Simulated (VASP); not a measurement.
# Te (I4_1/amd) in VASP: a series of runs

The runs below take Te through single point, with PBE.

Program: VASP 6.6.1. These are calculated values, not measurements. Logs are shortened: lines on timing, memory, paths and dates and some standing lists are left out, and cuts for length are marked.

### 1 The cell of the first run

Symmetry: I4_1/amd, No. 141, tetragonal system. The conventional cell has a = 8.048 Å, b = 8.048 Å, c = 2.903 Å, α = 90.00°, β = 90.00°, γ = 90.00°. Te (site symmetry 2/m) has 10 Te at 2.90 to 3.58 Å within 3.8 Å.

### 2 Single point, PBE

Contents of INCAR:

```
SYSTEM = Te
ALGO = Normal ; EDIFF = 1E-6
ENCUT = 520 ; GGA = PE
ISIF = 2 ; ISMEAR = 0
LASPH = .True. ; LCHARG = .True.
LELF = .True. ; LREAL = .False.
LVHAR = .True. ; LWAVE = .False.
NBANDS = 20 ; NELM = 60
PREC = Accurate ; SIGMA = 0.1
```

Contents of KPOINTS:

```
k-points
0
Gamma
  6 6 6
  0 0 0
```

Contents of POSCAR:

```
Te
1.0
   -4.0242342700      4.0242342700      1.4517178700
    4.0242342700     -4.0242342700      1.4517178700
    4.0242342700      4.0242342700     -1.4517178700
Te
4
Direct
    0.3750000000      0.6250000000      0.7500000000
    0.8750000000      0.6250000000      0.2500000000
    0.3750000000      0.1250000000      0.7500000000
    0.3750000000      0.6250000000      0.2500000000
```

Potentials or basis: VASP PAW PBE potentials, release 64 (Te).

On the command line:

```bash
$ cat potpaw_PBE.64/Te/POTCAR > POTCAR
$ mpirun -np 1 vasp_std > vasp.out
```

OUTCAR:

```text
SYSTEM = Te
   EDIFF = 1E-6
   ENCUT = 520
   GGA = PE
   ISIF = 2
   ISMEAR = 0
   LASPH = .True.
   LREAL = .False.
   NELM = 60
   PREC = Accurate

 ion  position               nearest neighbor table
   1  0.375  0.625  0.750-   3 2.94   4 2.94   4 2.94   3 2.94   4 3.58   3 3.58   3 3.58   4 3.58

   2  0.875  0.625  0.250-   3 2.94   4 2.94   4 2.94   3 2.94   4 3.58   3 3.58   4 3.58   3 3.58

   3  0.375  0.125  0.750-   1 2.94   2 2.94   1 2.94   2 2.94   1 3.58   1 3.58   2 3.58   2 3.58

   4  0.375  0.625  0.250-   1 2.94   2 2.94   1 2.94   2 2.94   1 3.58   2 3.58   2 3.58   1 3.58

  LATTYP: Found a body centered tetragonal cell.
 ALAT       =     8.0484685400
 C/A-ratio  =     0.3607438764

  Lattice vectors:

 A1 = (  -4.0242342700,   4.0242342700,   1.4517178700)
 A2 = (   4.0242342700,  -4.0242342700,   1.4517178700)
 A3 = (   4.0242342700,   4.0242342700,  -1.4517178700)

Analysis of symmetry for initial positions (statically):
=====================================================================
 Subroutine PRICEL returns:
 Original cell was already a primitive cell.

 Routine SETGRP: Setting up the symmetry group for a
 body centered tetragonal supercell.

 Subroutine GETGRP returns: Found 16 space group operations
 (whereof  8 operations were pure point group operations)
 out of a pool of 16 trial point group operations.

The static configuration has the point symmetry D_2d.
 The point group associated with its full space group is D_4h.

Analysis of symmetry for dynamics (positions and initial velocities):
=====================================================================
 Subroutine PRICEL returns:
 Original cell was already a primitive cell.

 Routine SETGRP: Setting up the symmetry group for a
 body centered tetragonal supercell.

 Subroutine GETGRP returns: Found 16 space group operations
 (whereof  8 operations were pure point group operations)
 out of a pool of 16 trial point group operations.

The dynamic configuration has the point symmetry D_2d.
 The point group associated with its full space group is D_4h.

 Subroutine INISYM returns: Found 16 space group operations
 (whereof  8 operations are pure point group operations),
 and found     1 'primitive' translations

----------------------------------------------------------------------------------------

                                     Primitive cell

  volume of cell :      94.0392

  direct lattice vectors                    reciprocal lattice vectors
[... 86 lines left out ...]
   LNONCOLLINEAR =      F non collinear calculations
   LSORBIT =      F    spin-orbit coupling
   LASPH  =      T    aspherical Exc in radial PAW
   ENCUT  =  520.0 eV  38.22 Ry    6.18 a.u.  10.92 10.92 10.92*2*pi/ulx,y,z
   NELM   =     60;   NELMIN=  2; NELMDL= -5     # of ELM steps
   EDIFF  = 0.1E-05   stopping-criterion for ELM
   LREAL  =      F    real-space projection
   EDIFFG = 0.1E-04   stopping-criterion for IOM
   NSW    =      0    number of steps for IOM
   IBRION =     -1    ionic relax: 0-MD 1-quasi-New 2-CG
   NFREE  =      0    steps in history (QN), initial steepest desc. (CG)
   ISIF   =      2    stress and relaxation
   ISYM   =      2    0-nonsym 1-usesym 2-fastsym
   POTIM  = 0.5000    time-step for ionic-motion
   TEBEG  =    0.0;   TEEND  =   0.0 temperature during run
   PSTRESS=    0.0 pullay stress
   NELECT =      24.0000    total number of electrons
   NUPDOWN=      -1.0000    fix difference up-down
   EMIN   =  10.00;   EMAX   =-10.00  energy-range for DOS
   EFERMI =   0.00;   METHOD = LEGACY
   ISMEAR =     0;   SIGMA  =   0.10  broadening in eV -4-tet -1-fermi 0-gaus
   EFERMI_NEDOS =   21; number of points for ismear=-14 and -15
   IALGO  =     38    algorithm
   IMIX   =      4    mixing-type and parameters
     AMIX     =   0.40;   BMIX     =  1.00
     AMIX_MAG =   1.60;   BMIX_MAG =  1.00
  volume/ion in A,a.u.               =      23.51       158.65
  Fermi-wavevector in a.u.,A,eV,Ry     =   1.038426  1.962341 14.671559  1.078329
  Thomas-Fermi vector in A             =   2.172910
   LORBIT       =      0    0 simple, 1 ext, 2 COOP (PROOUT), +10 PAW based schemes
   GGA     = PE    functional components
   LHFCALC =     F    Hartree Fock is set to
   AEXX    =    0.0000 exact exchange contribution
   IVDW    =     0    specifies the selected vdW correction
   LEPSILON=     F    determine dielectric tensor
   LRPA    =     F    only Hartree local field effects (RPA)
 non-spin polarized calculation
 Gauss-broadening in eV      SIGMA  =   0.10
  energy-cutoff  :      520.00
  volume of cell :       94.04
 maximum number of plane-waves:      2549
 NGX is ok and might be reduce to    48
   NGX = 21   NGY = 21   NGZ = 21

 number of electron      23.9999999 magnetization

 Free energy of the ion-electron system (eV)
  ---------------------------------------------------
  ext. energy  EPLUGINS =         0.00000000
  ---------------------------------------------------
  free energy    TOTEN  =       -10.01660921 eV

  energy without entropy =      -10.00489259  energy(sigma->0) =      -10.01075090

 E-fermi :  11.0445     XC(G=0): -10.8431

 val. band max:       11.0306161044   @ k =   0.5000   0.3333   0.0000
 cond. band min:      11.0943588805   @ k =  -0.1667   0.3333   0.1667
 fundamental gap:      0.0637427761
 Fermi energy:        11.0444655436

 k-point     1 :       0.0000    0.0000    0.0000
  band No.  band energies     occupation
      1      -5.1289      2.00000
      2      -2.1893      2.00000
      3      -2.1893      2.00000
      4       0.9597      2.00000
      5       2.7028      2.00000
      6       2.7286      2.00000
[... 541 lines left out ...]
     19      15.6395      0.00000
     20      15.9613      0.00000

 [... further k-points ...]
[... 5 lines left out ...]
  --------------------------------------------------------------------------------------
  -------------------------------------------------------------------------------------
  Total       14.1893938     14.1893938     19.5874576      0.0000000      0.0000000      0.0000000
  in kB      241.7495647    241.7495647    333.7182271      0.0000000      0.0000000      0.0000000
  external PRESSURE =     272.4057855 kB  Pullay stress =       0.0000000 kB

 VOLUME and BASIS-vectors are now :
 -----------------------------------------------------------------------------
  energy-cutoff  :      520.00
  volume of cell :       94.04
      direct lattice vectors                 reciprocal lattice vectors
    -4.024234270  4.024234270  1.451717870     0.000000000  0.124247240  0.344419539
     4.024234270 -4.024234270  1.451717870     0.124247240  0.000000000  0.344419539
     4.024234270  4.024234270 -1.451717870     0.124247240  0.124247240  0.000000000

 POSITION                                       TOTAL-FORCE (eV/Angst)
 -----------------------------------------------------------------------------------
      4.02423      2.01212      0.36293         0.000000      0.000000      0.000000
      0.00000      2.01212      1.81465        -0.000000     -0.000000     -0.000000
      2.01212      4.02423     -0.36293         0.000000     -0.000000     -0.000000
      2.01212     -0.00000      1.08879        -0.000000      0.000000      0.000000
 -----------------------------------------------------------------------------------
    total drift:                                0.000000     -0.000000     -0.000000

  FREE ENERGIE OF THE ION-ELECTRON SYSTEM (eV)
  ---------------------------------------------------
  free  energy   TOTEN  =       -10.0166092069 eV

  energy  without entropy=      -10.0048925939  energy(sigma->0) =      -10.01075090
```

stdout:

```text
POSCAR found type information on POSCAR Te
 POSCAR found :  1 types and       4 ions
 scaLAPACK will be used
 LDA part: xc-table for (Slater+PW92), standard interpolation
 POSCAR, INCAR and KPOINTS ok, starting setup
 FFT: planning ... GRIDC
 FFT: planning ... GRID_SOFT
 FFT: planning ... GRID
 WAVECAR not read
 entering main loop
```

Wall time 86 s (1 thread of Intel Xeon Platinum 8259CL at 2.50GHz (Skylake/Cascade Lake), shared host); peak memory 0.32 GiB.

Results:

| Property | Result |
| --- | --- |
| Free energy | -10.0166 eV |
| Pressure | 27.2 GPa |
| Band gap on the k mesh | zero (band 12 reaches 14.05 eV, above the bottom of band 13 at 9.40 eV) |

Stress tensor (GPa, compression positive):
```
24.17  0.00  0.00
 0.00 24.17  0.00
 0.00  0.00 33.37
```

Caveat: the k points lie up to 0.38 Å⁻¹ apart; spin-orbit coupling is left out, which moves the levels of the heavy elements.

### 3 Single point, PBE

This run uses another cell than the first one, of 30.81 Å³/atom, 1.311 times its volume.

Contents of INCAR:

```
PREC = Accurate
ENCUT = 520
EDIFF = 1E-7
ISMEAR = 0
SIGMA = 0.1
LREAL = False
LASPH = True
NELM = 60
ALGO = Normal
ISIF = 2
LWAVE = False
LCHARG = True
GGA = PE
LELF = True
LVHAR = True
NBANDS = 20
```

Contents of KPOINTS:

```
regular mesh
0
Gamma
  6 6 6
```

Contents of POSCAR:

```
Te
1.0
   -4.3466623563      4.3466623563      1.6308232116
    4.3466623563     -4.3466623563      1.6308232116
    4.3466623563      4.3466623563     -1.6308232116
Te
4
Direct
    0.3750000000      0.6250000000      0.7500000000
    0.8750000000      0.6250000000      0.2500000000
    0.3750000000      0.1250000000      0.7500000000
    0.3750000000      0.6250000000      0.2500000000
```

Potentials or basis: VASP PAW PBE potentials, release 64 (Te).

On the command line:

```bash
$ cat potpaw_PBE.64/Te/POTCAR > POTCAR
$ mpirun -np 1 vasp_std > vasp.out
```

OUTCAR:

```text
PREC = Accurate
   ENCUT = 520
   EDIFF = 1E-7
   ISMEAR = 0
   LREAL = False
   LASPH = True
   NELM = 60
   ISIF = 2
   GGA = PE

 ion  position               nearest neighbor table
   1  0.375  0.625  0.750-   3 3.18   4 3.18   4 3.18   3 3.18
   2  0.875  0.625  0.250-   3 3.18   4 3.18   4 3.18   3 3.18
   3  0.375  0.125  0.750-   1 3.18   2 3.18   1 3.18   2 3.18
   4  0.375  0.625  0.250-   1 3.18   2 3.18   1 3.18   2 3.18

  LATTYP: Found a body centered tetragonal cell.
 ALAT       =     8.6933247126
[... 745 lines left out ...]
     20      12.4915      0.00000

 [... further k-points ...]
[... 5 lines left out ...]
  --------------------------------------------------------------------------------------
  -------------------------------------------------------------------------------------
  Total        0.0546910      0.0546910      0.2229233      0.0000000      0.0000000      0.0000000
  in kB        0.7109645      0.7109645      2.8979266      0.0000000      0.0000000      0.0000000
  external PRESSURE =       1.4399518 kB  Pullay stress =       0.0000000 kB

 VOLUME and BASIS-vectors are now :
 -----------------------------------------------------------------------------
  energy-cutoff  :      520.00
  volume of cell :      123.25
      direct lattice vectors                 reciprocal lattice vectors
    -4.346662356  4.346662356  1.630823212     0.000000000  0.115030789  0.306593625
     4.346662356 -4.346662356  1.630823212     0.115030789  0.000000000  0.306593625
     4.346662356  4.346662356 -1.630823212     0.115030789  0.115030789  0.000000000

 POSITION                                       TOTAL-FORCE (eV/Angst)
 -----------------------------------------------------------------------------------
      4.34666      2.17333      0.40771        -0.000000     -0.000000     -0.000000
      0.00000      2.17333      2.03853        -0.000000      0.000000     -0.000000
      2.17333      4.34666     -0.40771         0.000000     -0.000000     -0.000000
      2.17333     -0.00000      1.22312         0.000000      0.000000      0.000000
 -----------------------------------------------------------------------------------
    total drift:                                0.000000     -0.000000     -0.000000

  FREE ENERGIE OF THE ION-ELECTRON SYSTEM (eV)
  ---------------------------------------------------
  free  energy   TOTEN  =       -12.0021925844 eV

  energy  without entropy=      -11.9856379255  energy(sigma->0) =      -11.99391525
```

Run time: 81 s. Hardware: 1 thread of Intel Xeon Platinum 8259CL at 2.50GHz (Skylake/Cascade Lake), shared host; peak memory 0.32 GiB.

What came out:

```yaml
Free_energy: -12.0022 eV
Pressure: 0.1 GPa
Band_gap_on_the_k_mesh: zero (band 12 reaches 9.01 eV, above the bottom of band 13 at 5.75 eV)
```

Caveat: spin-orbit coupling is left out, which moves the levels of the heavy elements.
